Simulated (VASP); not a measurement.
# MoS2 (R-3m) in VASP: a series of runs, part 2 of 2

VASP 6.6.1.

## (3) Relaxation of cell and atoms, PBE

This run uses another cell than the first one, of 17.75 Å³/atom.

Contents of INCAR:

```
SYSTEM = MoS2
PREC     = Accurate       ! precision mode
ENCUT    = 600            ! plane-wave cutoff, eV
EDIFF    = 1E-6           ! SCF threshold, eV
ISMEAR   = 0              ! smearing method
SIGMA    = 0.1            ! smearing width, eV
LREAL    = .False.        ! projectors in reciprocal space
LASPH    = .True.         ! aspherical terms in the spheres
NELM     = 100            ! most SCF steps
ALGO     = Normal         ! electronic algorithm
ISIF     = 3              ! what is computed and relaxed
LWAVE    = .False.        ! write WAVECAR
LCHARG   = .False.        ! write CHGCAR
GGA      = PE             ! functional
IBRION   = 2              ! ionic algorithm
NSW      = 100            ! ionic steps
EDIFFG   = -0.05          ! ionic threshold
```

Contents of KPOINTS:

```
Automatic mesh
0
Gamma
  9 9 9
  0 0 0
```

Contents of POSCAR:

```
MoS2
1.0
    1.5855007458      0.9153892824      6.1150000000
   -1.5855007458      0.9153892824      6.1150000000
    0.0000000000     -1.8307785648      6.1150000000
Mo S
1 2
Direct
    0.0000000000      0.0000000000      0.0000000000
    0.7500000000      0.7500000000      0.7500000000
    0.2500000000      0.2500000000      0.2500000000
```

Potentials or basis: VASP PAW PBE potentials, release 64 (Mo_sv, S).

Command:

```sh
cat potpaw_PBE.64/Mo_sv/POTCAR potpaw_PBE.64/S/POTCAR > POTCAR
mpirun -np 1 vasp_std > vasp.out
```

OUTCAR:

```text
SYSTEM = MoS2
   PREC = Accurate
   ENCUT = 600
   EDIFF = 1E-6
   ISMEAR = 0
   LREAL = .False.
   LASPH = .True.
   NELM = 100
   ISIF = 3
   GGA = PE
   IBRION = 2
   NSW = 100
   EDIFFG = -0.05

 ion  position               nearest neighbor table
   1  0.000  0.000  0.000-   2 2.39   2 2.39   3 2.39   3 2.39   2 2.39   3 2.39
   2  0.750  0.750  0.750-   1 2.39   1 2.39   1 2.39
   3  0.250  0.250  0.250-   1 2.39   1 2.39   1 2.39

  LATTYP: Found a trigonal (rhomboedric) cell.
 ALAT       =     6.3831790789
 COS(alpha) =     0.8766074783

  Lattice vectors:

 A1 = (   1.5855007458,   0.9153892824,   6.1150000000)
 A2 = (  -1.5855007458,   0.9153892824,   6.1150000000)
 A3 = (   0.0000000000,  -1.8307785648,   6.1150000000)

Analysis of symmetry for initial positions (statically):
[... 371 lines left out ...]

  energy without entropy =      -21.02504486  energy(sigma->0) =      -21.02681337

 E-fermi :   6.3930     XC(G=0): -10.1756

 val. band max:        6.2976646323   @ k =  -0.3333   0.2222   0.0000
 cond. band min:       6.4188231651   @ k =  -0.3333   0.4444   0.2222
 fundamental gap:      0.1211585328
 Fermi energy:         6.3930451942

 k-point     1 :       0.0000    0.0000    0.0000
  band No.  band energies     occupation
      1     -55.3140      2.00000
      2     -29.3465      2.00000
      3     -29.2989      2.00000
      4     -29.2989      2.00000
      5      -8.3288      2.00000
      6      -7.0594      2.00000
[... 457 lines left out ...]
      4     -29.2789      2.00000
      5      -6.7638      2.00000
      6      -6.1576      2.00000
[... 9 lines left out ...]
     16       9.9290      0.00000
     17      10.9151      0.00000

 [... further k-points ...]

------------------------ aborting loop because EDIFF is reached ----------------------------------------

  FORCE on cell =-STRESS in cart. coord.  units (eV):
  Direction    XX          YY          ZZ          XY          YZ          ZX
  --------------------------------------------------------------------------------------
  -------------------------------------------------------------------------------------
  Total       -0.1240843     -0.1240843      0.0510682      0.0000000      0.0000000      0.0000000
  in kB       -3.3605611     -3.3605611      1.3830748      0.0000000      0.0000000      0.0000000
  external PRESSURE =      -1.7793491 kB  Pullay stress =       0.0000000 kB
[... 18 lines left out ...]
  FREE ENERGIE OF THE ION-ELECTRON SYSTEM (eV)
  ---------------------------------------------------
  free  energy   TOTEN  =       -21.0285818770 eV

  energy  without entropy=      -21.0250448591  energy(sigma->0) =      -21.02681337

 reached required accuracy - stopping structural energy minimisation
```

OSZICAR:

```text
N       E                     dE             d eps       ncg     rms          rms(c)
DAV:   1     0.208104526997E+03    0.20810E+03   -0.14788E+04  2890   0.161E+03
DAV:   2    -0.145712226200E+02   -0.22268E+03   -0.21982E+03  3776   0.377E+02
DAV:   3    -0.223721727617E+02   -0.78010E+01   -0.77325E+01  3565   0.666E+01
[... 185 lines left out ...]
DAV:   3    -0.210286941394E+02    0.12755E-02   -0.88491E-03  3016   0.483E-01    0.933E-02
DAV:   4    -0.210285974947E+02    0.96645E-04   -0.60579E-04  2918   0.182E-01    0.287E-02
DAV:   5    -0.210285861642E+02    0.11330E-04   -0.57456E-05  3128   0.495E-02    0.171E-02
DAV:   6    -0.210285824206E+02    0.37436E-05   -0.46085E-06  2948   0.150E-02    0.444E-03
DAV:   7    -0.210285818770E+02    0.54360E-06   -0.57072E-07  1465   0.513E-03
  19 F= -.21028582E+02 E0= -.21026813E+02  d E =-.563494E-03
```

CONTCAR:

```text
MoS2
   1.00000000000000
     1.5997724722989428    0.9236290675362779    6.6728076840055417
    -1.5997724722989428    0.9236290675362779    6.6728076840055417
    -0.0000000000000000   -1.8472581350725559    6.6728076840055417
  Mo              S
     1     2
Direct
     0.0000000000000000    0.0000000000000000    0.0000000000000000
     0.7455214065381280    0.7455214065381280    0.7455214065381280
     0.2544785934618717    0.2544785934618717    0.2544785934618717

  0.00000000E+00  0.00000000E+00  0.00000000E+00
  0.00000000E+00  0.00000000E+00  0.00000000E+00
  0.00000000E+00  0.00000000E+00  0.00000000E+00
```

Wall time 69 min (1 thread of Intel Xeon 6975P-C (Granite Rapids), shared host); peak memory 0.51 GiB.

Results:

* Free energy: -21.0286 eV
* Relaxed volume: 19.72 Å³/atom
* Relaxed cell: a = 6.924 Å, b = 6.924 Å, c = 6.924 Å, α = 26.72°, β = 26.72°, γ = 26.72°
* Space group after relaxing (to 0.1 Å): R-3m (No. 166)
* Energy gained by relaxing: 28.0 meV/atom
* Ionic steps: 19
* Pressure after relaxing: -0.2 GPa
* Largest force after relaxing: 0.010 eV/Å
* Band gap on the k mesh: zero (bands 13 and 14 overlap by 0.70 eV)

Forces on the atoms (eV/Å):
```
Mo   0.000  0.000  0.000
S    0.000  0.000  0.010
S    0.000  0.000 -0.010
```

Step by step:
| step | energy change (eV) | largest force (eV/Å) | pressure (GPa) | volume (Å³) |
| --- | --- | --- | --- | --- |
| 1 | 0.0000 | 0.9806 | 7.74 | 53.25 |
| 2 | 0.1651 | 1.5929 | -11.28 | 60.13 |
| 3 | -0.0713 | 0.0691 | -0.37 | 55.55 |
| 4 | -0.0714 | 0.0372 | -0.12 | 55.47 |
| 5 | -0.0714 | 0.0194 | 0.00 | 55.42 |
| 6 | -0.0736 | 0.0435 | 0.11 | 55.38 |
| 7 | -0.0749 | 0.0943 | 0.34 | 55.27 |
| 8 | -0.0750 | 0.0835 | 0.29 | 55.30 |
| 9 | -0.0762 | 0.1072 | 0.01 | 55.59 |
| 10 | -0.0781 | 0.1788 | -0.76 | 56.45 |
| 11 | -0.0785 | 0.1671 | -0.70 | 56.49 |
| 12 | -0.0795 | 0.1345 | -0.52 | 56.59 |
| 13 | -0.0811 | 0.0682 | -0.14 | 56.80 |
| 14 | -0.0821 | 0.0681 | 0.62 | 57.21 |
| 15 | -0.0826 | 0.0693 | 0.55 | 57.50 |
| 16 | -0.0834 | 0.0756 | 0.37 | 58.36 |
| 17 | -0.0825 | 0.1021 | 0.12 | 60.11 |
| 18 | -0.0833 | 0.0929 | 0.30 | 59.01 |
| 19 | -0.0839 | 0.0105 | -0.18 | 59.16 |

Final structure:
```
CELL_PARAMETERS angstrom
1.59977 0.92363 6.67281
-1.59977 0.92363 6.67281
0.00000 -1.84726 6.67281
ATOMIC_POSITIONS crystal
Mo 0.00000 0.00000 0.00000
S 0.74552 0.74552 0.74552
S 0.25448 0.25448 0.25448
```

## (4) Single point, PBE

This run uses another cell than the first one, of 19.80 Å³/atom.

Contents of INCAR:

```
ALGO     = Normal         # electronic algorithm
EDIFF    = 1E-6           # SCF threshold, eV
ENCUT    = 520            # plane-wave cutoff, eV
GGA      = PE             # functional
ISIF     = 2              # what is computed and relaxed
ISMEAR   = 0              # smearing method
LASPH    = T              # aspherical terms in the spheres
LCHARG   = F              # write CHGCAR
LREAL    = F              # projectors in reciprocal space
LWAVE    = F              # write WAVECAR
NBANDS   = 20             # bands
NELM     = 100            # most SCF steps
PREC     = Accurate       # precision mode
SIGMA    = 0.1            # smearing width, eV
```

Contents of KPOINTS:

```
k-points
0
Gamma
  15 15 15
```

Contents of POSCAR:

```
MoS2
1.0
    1.5962922772      0.9216197760      6.7307235706
   -1.5962922772      0.9216197760      6.7307235706
    0.0000000000     -1.8432395519      6.7307235706
Mo S
1 2
Direct
    0.0000000000      0.0000000000      0.0000000000
    0.7451187200      0.7451187200      0.7451187200
    0.2548812800      0.2548812800      0.2548812800
```

Command:

```sh
cat potpaw_PBE.64/Mo_sv/POTCAR potpaw_PBE.64/S/POTCAR > POTCAR
mpirun -np 1 vasp_std > vasp.out
```

Run time: 37 min. Hardware: 1 thread of Intel Xeon 6975P-C (Granite Rapids), shared host; peak memory 0.64 GiB.

It converged, with:

* Free energy: -21.0264 eV
* Pressure: -0.1 GPa
* Largest force: 0.006 eV/Å
* Band gap on the k mesh: zero (bands 13 and 14 overlap by 0.66 eV)

Forces on the atoms (eV/Å):
```
Mo   0.000  0.000  0.000
S    0.000  0.000 -0.006
S    0.000  0.000  0.006
```

Levels at points of the mesh, in eV from the Fermi level:
| k point | band 9 | band 10 | band 11 | band 12 | band 13 | band 14 | band 15 | band 16 | band 17 | band 18 |
| --- | --- | --- | --- | --- | --- | --- | --- | --- | --- | --- |
| (0.00, 0.00, 0.00) | -3.86 | -2.32 | -1.25 | -0.93 | -0.93 | -0.23 | -0.23 | 3.14 | 3.14 | 5.85 |

## (5) The runs side by side

```csv
task,cell,k mesh,cutoff (eV),gap on the mesh (eV),pressure (GPa),largest force (eV/Å)
single point,"a = 6.906 Å, angles 26.7°, 3 atoms, atomic positions A",9 × 9 × 9,520,none,0.1,-
relaxation of cell and atoms,"relaxed from a = 6.383 Å, angles 28.8°, 3 atoms, atomic positions B",9 × 9 × 9,600,none,-0.2,0.01
single point,"a = 6.979 Å, angles 26.4°, 3 atoms, atomic positions C",15 × 15 × 15,520,none,-0.1,0.01
```

Alike in all rows: level PBE; potentials or basis VASP PAW PBE potentials, release 64 (Mo_sv, S); no spin polarisation; smearing gaussian 0.1 eV.

Absolute energies hang on the potentials; compare differences alone.

The gap in the log of VASP goes by the Fermi energy; the results here count the filled bands.